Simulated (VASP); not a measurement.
# AgCl (Pm-3m) in VASP: notebook

Aim: see how the results for AgCl move with the level of theory and the settings. Levels: PBEsol+U, PBE+U. Tasks: single point.

Program: VASP 6.6.1. These are calculated values, not measurements. Logs are shortened: lines on timing, memory, paths and dates and some standing lists are left out, and cuts for length are marked.

### 1 The cell of the first run

The structure is cubic, space group Pm-3m (No. 221). Conventional cell: a = 3.434 Å, b = 3.434 Å, c = 3.434 Å, α = 90.00°, β = 90.00°, γ = 90.00°. Ag (site symmetry m-3m) has 8 Cl at 2.97 Å and 6 Ag at 3.43 Å within 3.9 Å. Cl (site symmetry m-3m) has 8 Ag at 2.97 Å and 6 Cl at 3.43 Å within 3.9 Å.

### 2 Single point, PBEsol+U, collinear spin, zero start

Contents of INCAR:

```
PREC = Accurate
ENCUT = 500
EDIFF = 1E-6
ISMEAR = 0
SIGMA = 0.1
LREAL = False
LASPH = True
NELM = 200
ALGO = Normal
ISIF = 2
LWAVE = False
LCHARG = False
ISPIN = 2
MAGMOM = 0 0
LORBIT = 11
LMAXMIX = 4
LDAU = True
LDAUTYPE = 1
LDAUL = 2 -1
LDAUU = 6.8 0
LDAUJ = 0.87 0
LDAUPRINT = 1
GGA = PS
NBANDS = 20
ISYM = 0
GGA_COMPAT = False
```

Contents of KPOINTS:

```
Automatic mesh
0
Gamma
  1 4 1
```

Contents of POSCAR:

```
AgCl
1.0
    3.4339730000      0.0000000000      0.0000000000
    0.0000000000      3.4339730000      0.0000000000
    0.0000000000      0.0000000000      3.4339730000
Ag Cl
1 1
Direct
    0.0000000000      0.0000000000      0.0000000000
    0.5000000000      0.5000000000      0.5000000000
```

Potentials or basis: VASP PAW PBE potentials, release 64 (Ag, Cl).

Launch:

```console
$ cat potpaw_PBE.64/Ag/POTCAR potpaw_PBE.64/Cl/POTCAR > POTCAR
$ mpirun -np 1 vasp_std > vasp.out
```

OUTCAR:

```text
PREC = Accurate
   ENCUT = 500
   EDIFF = 1E-6
   ISMEAR = 0
   LREAL = False
   LASPH = True
   NELM = 200
   ISIF = 2
   ISPIN = 2
   LORBIT = 11
   GGA = PS
   ISYM = 0

 ion  position               nearest neighbor table
   1  0.000  0.000  0.000-   2 2.97   2 2.97   2 2.97   2 2.97   2 2.97   2 2.97   2 2.97   2 2.97

   2  0.500  0.500  0.500-   1 2.97   1 2.97   1 2.97   1 2.97   1 2.97   1 2.97   1 2.97   1 2.97

IMPORTANT INFORMATION: All symmetrisations will be switched off!
NOSYMM: (Re-)initialisation of all symmetry stuff for point group C_1.

----------------------------------------------------------------------------------------

                                     Primitive cell

  volume of cell :      40.4940

  direct lattice vectors                    reciprocal lattice vectors
     3.433973000  0.000000000  0.000000000     0.291207881  0.000000000  0.000000000
     0.000000000  3.433973000  0.000000000     0.000000000  0.291207881  0.000000000
     0.000000000  0.000000000  3.433973000     0.000000000  0.000000000  0.291207881

  length of vectors
     3.433973000  3.433973000  3.433973000     0.291207881  0.291207881  0.291207881

  position of ions in fractional coordinates (direct lattice)
     0.000000000  0.000000000  0.000000000
     0.500000000  0.500000000  0.500000000

  ion indices of the primitive-cell ions
   primitive index   ion index
                 1           1
                 2           2

----------------------------------------------------------------------------------------

 KPOINTS: Automatic mesh

Automatic generation of k-mesh.
 Grid dimensions read from file:
 generate k-points for:    1    4    1

 Generating k-lattice:

  Cartesian coordinates                     Fractional coordinates (reciprocal lattice)
     0.291207881  0.000000000  0.000000000     1.000000000  0.000000000  0.000000000
     0.000000000  0.072801970  0.000000000     0.000000000  0.250000000  0.000000000
     0.000000000  0.000000000  0.291207881     0.000000000  0.000000000  1.000000000

  Length of vectors
     0.291207881  0.072801970  0.291207881

  Shift w.r.t. Gamma in fractional coordinates (k-lattice)
     0.000000000  0.000000000  0.000000000

 -----------------------------------------------------------------------------
|                                                                             |
|           W    W    AA    RRRRR   N    N  II  N    N   GGGG   !!!           |
|           W    W   A  A   R    R  NN   N  II  NN   N  G    G  !!!           |
|           W    W  A    A  R    R  N N  N  II  N N  N  G       !!!           |
|           W WW W  AAAAAA  RRRRR   N  N N  II  N  N N  G  GGG   !            |
|           WW  WW  A    A  R   R   N   NN  II  N   NN  G    G                |
|           W    W  A    A  R    R  N    N  II  N    N   GGGG   !!!           |
|                                                                             |
|     Your reciprocal lattice and k-lattice belong to different lattice       |
|     classes:                                                                |
|                                                                             |
|        The reciprocal lattice is simple cubic,                              |
|        whereas your k-lattice is simple tetragonal.                         |
|                                                                             |
|     Results are often still useful ...                                      |
|                                                                             |
 -----------------------------------------------------------------------------

 WARNING: IBZKPT: internal override: KBLOWUP is changed to .FALSE.
      ... skipping the blow-up phase ...

 Subroutine IBZKPT returns following result:
 ===========================================

 Found      3 irreducible k-points:

 Following reciprocal coordinates:
            Coordinates               Weight
  0.000000  0.000000  0.000000      1.000000
[... 41 lines left out ...]
  volume/ion in A,a.u.               =      20.25       136.63
  Fermi-wavevector in a.u.,A,eV,Ry     =   1.249402  2.361027 21.238760  1.561005
  Thomas-Fermi vector in A             =   2.383444
   LORBIT       =     11    0 simple, 1 ext, 2 COOP (PROOUT), +10 PAW based schemes
 LDA+U is selected, type is set to LDAUTYPE =  1
   angular momentum for each species LDAUL =     2   -1
   U (eV)           for each species LDAUU =   6.8  0.0
   J (eV)           for each species LDAUJ =   0.9  0.0
   GGA     = PS    functional components
   LHFCALC =     F    Hartree Fock is set to
   AEXX    =    0.0000 exact exchange contribution
   IVDW    =     0    specifies the selected vdW correction
   LEPSILON=     F    determine dielectric tensor
   LRPA    =     F    only Hartree local field effects (RPA)
 spin polarized calculation
 Gauss-broadening in eV      SIGMA  =   0.10
  energy-cutoff  :      500.00
  volume of cell :       40.49
 maximum number of plane-waves:      1029
 NGX is ok and might be reduce to    28
   NGX = 13   NGY = 13   NGZ = 13

 number of electron      18.0000002 magnetization      -0.0000000

atom =   1  type =  1  l = 2

 onsite density matrix

spin component  1

  0.9786  0.0000  0.0000 -0.0000  0.0000
  0.0000  0.9786 -0.0000  0.0000 -0.0000
  0.0000 -0.0000  0.9305 -0.0000  0.0097
 -0.0000  0.0000 -0.0000  0.9768 -0.0000
  0.0000 -0.0000  0.0097 -0.0000  0.9417

spin component  2

  0.9786 -0.0000 -0.0000  0.0000 -0.0000
 -0.0000  0.9786  0.0000 -0.0000  0.0000
 -0.0000  0.0000  0.9305  0.0000  0.0097
  0.0000 -0.0000  0.0000  0.9768  0.0000
 -0.0000  0.0000  0.0097  0.0000  0.9417

 occupancies and eigenvectors

  o =  0.9249  v =  0.0000  0.0000  0.0000  0.0000  0.0000 -0.0000 -0.0000  0.8660 -0.0000 -0.5000      0.0000  0.0000  0.0000  0.0000  0.0000  0.0000  0.0000  0.0000  0.0000  0.0000
  o =  0.9249  v = -0.0000 -0.0000 -0.8660 -0.0000  0.5000  0.0000  0.0000  0.0000  0.0000  0.0000      0.0000  0.0000  0.0000  0.0000  0.0000  0.0000  0.0000  0.0000  0.0000  0.0000
  o =  0.9473  v =  0.0000 -0.0000 -0.5000 -0.0000 -0.8660  0.0000  0.0000  0.0000  0.0000  0.0000      0.0000  0.0000  0.0000  0.0000  0.0000  0.0000  0.0000  0.0000  0.0000  0.0000
  o =  0.9473  v =  0.0000  0.0000  0.0000  0.0000  0.0000  0.0000 -0.0000  0.5000 -0.0000  0.8660      0.0000  0.0000  0.0000  0.0000  0.0000  0.0000  0.0000  0.0000  0.0000  0.0000
  o =  0.9768  v =  0.0000  0.0000  0.0000  0.0000  0.0000 -0.0003  0.0000  0.0000  1.0000  0.0000      0.0000  0.0000  0.0000  0.0000  0.0000  0.0000  0.0000  0.0000  0.0000  0.0000
  o =  0.9768  v =  0.0003 -0.0000 -0.0000  1.0000 -0.0000  0.0000  0.0000  0.0000  0.0000  0.0000      0.0000  0.0000  0.0000  0.0000  0.0000  0.0000  0.0000  0.0000  0.0000  0.0000
  o =  0.9786  v =  0.0000  0.0000  0.0000  0.0000  0.0000 -0.8224 -0.5688 -0.0000 -0.0002  0.0000      0.0000  0.0000  0.0000  0.0000  0.0000  0.0000  0.0000  0.0000  0.0000  0.0000
  o =  0.9786  v =  0.5644 -0.8255  0.0000 -0.0002  0.0000  0.0000  0.0000  0.0000  0.0000  0.0000      0.0000  0.0000  0.0000  0.0000  0.0000  0.0000  0.0000  0.0000  0.0000  0.0000
  o =  0.9786  v =  0.0000  0.0000  0.0000  0.0000  0.0000 -0.5688  0.8224  0.0000 -0.0002  0.0000      0.0000  0.0000  0.0000  0.0000  0.0000  0.0000  0.0000  0.0000  0.0000  0.0000
  o =  0.9787  v =  0.8255  0.5644 -0.0000 -0.0002  0.0000  0.0000  0.0000  0.0000  0.0000  0.0000      0.0000  0.0000  0.0000  0.0000  0.0000  0.0000  0.0000  0.0000  0.0000  0.0000

 number of electron      18.0000002 magnetization       0.0000000

 Free energy of the ion-electron system (eV)
  ---------------------------------------------------
  ext. energy  EPLUGINS =         0.00000000
  ---------------------------------------------------
  free energy    TOTEN  =        -2.35364476 eV

  energy without entropy =       -2.35364473  energy(sigma->0) =       -2.35364475

 E-fermi :   4.0796     XC(G=0): -10.3857

 val. band max:        3.6985690856   @ k =   0.0000   0.5000   0.0000
 cond. band min:       4.4517582684   @ k =   0.0000   0.0000   0.0000
 fundamental gap:      0.7531891827
 Fermi energy:         4.0796210668

 spin component 1

 k-point     1 :       0.0000    0.0000    0.0000
  band No.  band energies     occupation
      1     -10.3448      1.00000
      2      -1.1171      1.00000
      3      -1.0282      1.00000
      4      -0.4862      1.00000
      5      -0.4860      1.00000
      6      -0.4824      1.00000
[... 45 lines left out ...]
      6      -0.4445      1.00000
[... 12 lines left out ...]
     19      23.9875      0.00000
     20      23.9876      0.00000
 Fermi energy:         4.0796210668

 spin component 2

 k-point     1 :       0.0000    0.0000    0.0000
  band No.  band energies     occupation
      1     -10.3448      1.00000
      2      -1.1172      1.00000
      3      -1.0282      1.00000
      4      -0.4861      1.00000
      5      -0.4860      1.00000
      6      -0.4824      1.00000
[... 58 lines left out ...]
     19      23.9876      0.00000
     20      23.9876      0.00000

------------------------ aborting loop because EDIFF is reached ----------------------------------------

  FORCE on cell =-STRESS in cart. coord.  units (eV):
  Direction    XX          YY          ZZ          XY          YZ          ZX
  --------------------------------------------------------------------------------------
  -------------------------------------------------------------------------------------
  Total        0.8119817      0.7083121      0.8119814      0.0000006     -0.0000014      0.0000039
  in kB       32.1267066     28.0249331     32.1266955      0.0000240     -0.0000540      0.0001547
  external PRESSURE =      30.7594451 kB  Pullay stress =       0.0000000 kB

 VOLUME and BASIS-vectors are now :
 -----------------------------------------------------------------------------
  energy-cutoff  :      500.00
  volume of cell :       40.49
      direct lattice vectors                 reciprocal lattice vectors
     3.433973000  0.000000000  0.000000000     0.291207881  0.000000000  0.000000000
     0.000000000  3.433973000  0.000000000     0.000000000  0.291207881  0.000000000
     0.000000000  0.000000000  3.433973000     0.000000000  0.000000000  0.291207881

 POSITION                                       TOTAL-FORCE (eV/Angst)
 -----------------------------------------------------------------------------------
      0.00000      0.00000      0.00000         0.000000     -0.000000     -0.000001
      1.71699      1.71699      1.71699        -0.000000      0.000000      0.000001
 -----------------------------------------------------------------------------------
    total drift:                                0.000000     -0.000001      0.000003

  FREE ENERGIE OF THE ION-ELECTRON SYSTEM (eV)
  ---------------------------------------------------
  free  energy   TOTEN  =        -2.3536447620 eV

  energy  without entropy=       -2.3536447345  energy(sigma->0) =       -2.35364475

 total charge

# of ion       s       p       d       tot
------------------------------------------
    1        0.198   0.071   9.575   9.844
    2        1.499   3.662   0.000   5.161
--------------------------------------------------
tot          1.697   3.733   9.575  15.004

 magnetization (x)

# of ion       s       p       d       tot
------------------------------------------
    1       -0.000   0.000  -0.000  -0.000
    2       -0.000  -0.000   0.000  -0.000
--------------------------------------------------
tot         -0.000  -0.000  -0.000  -0.000
```

It used 5.8 s of CPU time on 1 thread of AMD EPYC 9R45 (Zen 5), on a shared host.

What came out:

```
Free energy                                           : -2.3536 eV
Pressure                                              : 3.1 GPa
Band gap on the k mesh                                : 0.75 eV, indirect (least direct gap 1.73 eV)
Net moment                                            : 0.00 μB per cell
Valence electrons inside the program's atomic spheres : Ag 9.84; Cl 5.16
```

Eigenvalues of the final occupation matrices:
| site | spin | trace | eigenvalues |
| --- | --- | --- | --- |
| site 1 d | 1 | 4.81 | 0.92 0.95 0.98 0.98 0.98 |
| site 1 d | 2 | 4.81 | 0.92 0.95 0.98 0.98 0.98 |

Caveat: the k points lie up to 1.83 Å⁻¹ apart; the PAW data sets were made with another functional, which shifts forces and pressure a little. A k mesh can miss the band edges.

### 3 Single point, PBE+U, collinear spin, ferromagnetic start

Contents of INCAR:

```
SYSTEM = AgCl
ALGO = Normal ; EDIFF = 1E-6
ENCUT = 500 ; GGA = PE
GGA_COMPAT = .FALSE. ; ISIF = 2
ISMEAR = 0 ; ISPIN = 2
LASPH = .TRUE. ; LCHARG = .FALSE.
LDAU = .TRUE. ; LDAUJ = 0 0
LDAUL = 2 -1 ; LDAUPRINT = 1
LDAUTYPE = 2 ; LDAUU = 4.8 0
LMAXMIX = 4 ; LORBIT = 11
LREAL = .FALSE. ; LWAVE = .FALSE.
MAGMOM = 2.14 1.98 ; NBANDS = 20
NELM = 200 ; NUPDOWN = 5.0
PREC = Accurate ; SIGMA = 0.1
```

Contents of KPOINTS:

```
k-points
0
G
  2 2 2
  0 0 0
```

POSCAR is that of step 2.

Potentials or basis: VASP PAW PBE potentials, release 64 (Ag, Cl).

Launch:

```console
$ cat potpaw_PBE.64/Ag/POTCAR potpaw_PBE.64/Cl/POTCAR > POTCAR
$ mpirun -np 1 vasp_std > vasp.out
```

Run time: 16 s. Hardware: 1 thread of AMD EPYC 9R45 (Zen 5), shared host; peak memory 0.13 GiB.

Results (log left out):

```yaml
Free_energy: 13.3138 eV
Pressure: 28.2 GPa
Net_moment: 5.00 μB per cell
Site_moments: Ag +1.77; Cl +1.60 μB
Valence_electrons_inside_the_program's_atomic_spheres: Ag 9.69; Cl 4.64
```

Eigenvalues of the final occupation matrices:
```
    site  spin  trace               eigenvalues
site 1 d     1   4.81  0.96 0.96 0.96 0.96 0.96
site 1 d     2   3.90  0.66 0.66 0.86 0.86 0.86
```

Caveat: the k points lie up to 0.91 Å⁻¹ apart; the total moment is fixed, so each spin has its own Fermi level.
